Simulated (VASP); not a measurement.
Write the native input for VASP 6.6.1 that does the following.

| Property | Result |
| --- | --- |
| Task | single point |
| Functional | PBE |
| Dispersion | D3(BJ) |
| Potentials or basis | VASP PAW PBE potentials, release 64 (Sc_sv, C) |
| Cutoff | 520 eV |
| k mesh | 2 × 1 × 2 |
| Occupations | fermi-dirac, width 0.15 eV |
| Spin | no spin polarisation |
| Dipole correction | no |
| Further INCAR settings | ALGO = Normal; EDIFF = 1e-07; NBANDS = 80 |

The structure of Sc12C (a cell with a defect) lies in POSCAR:

```
Sc12C
1.0
    6.6200000000      0.0000000000      0.0000000000
   -4.9650000000      8.5996320000      0.0000000000
    0.0000000000      0.0000000000      5.2761400000
Sc C
12 1
Direct
   -0.0077479596     -0.0041029689     -0.0075533543
    0.1727207917      0.2221508345      0.5231639436
    0.0077845522      0.3420563685      0.0118096281
    0.1690275184      0.5509992316      0.5066451397
   -0.0192786441      0.6611547156     -0.0086494691
    0.1553254272      0.8812605501      0.4929505095
    0.4961227050      0.0012680482     -0.0255067988
    0.6846806423      0.2370756808      0.5128294712
    0.4959464232      0.3401187161      0.0034838800
    0.6629959069      0.5516275140      0.4941308235
    0.4954062003      0.6645386794     -0.0081009526
    0.6766415800      0.8825703335      0.4975530715
    0.5073566566      0.0062468968      0.3812937076
```

These files were run (other wordings do the same):

INCAR

```
SYSTEM = Sc12C
ALGO = Normal ; EDIFF = 1E-7
ENCUT = 520 ; GGA = PE
ISIF = 2 ; ISMEAR = -1
IVDW = 12 ; LASPH = .TRUE.
LCHARG = .TRUE. ; LELF = .TRUE.
LREAL = .FALSE. ; LVHAR = .TRUE.
LWAVE = .FALSE. ; NBANDS = 80
NELM = 60 ; PREC = Accurate
SIGMA = 0.15
```

KPOINTS

```
k-points
0
G
  2 1 2
  0 0 0
```

Potentials or basis: VASP PAW PBE potentials, release 64 (Sc_sv, C).

Command:

```sh
$ cat potpaw_PBE.64/Sc_sv/POTCAR potpaw_PBE.64/C/POTCAR > POTCAR
$ mpirun -np 1 vasp_std > vasp.out
```

Results of the run:

```yaml
Pressure: -1.0 GPa
Largest_force: 0.121 eV/Å
Band_gap_on_the_k_mesh: zero (bands 68 and 69 overlap by 0.43 eV)
Dispersion_energy_per_atom: -0.372 eV
```

Caveat: the k points lie up to 0.66 Å⁻¹ apart.

Run time: 4.4 min on 1 thread of Oxide Virtual Turin-like Processor, on a shared host, peak memory 0.39 GiB.
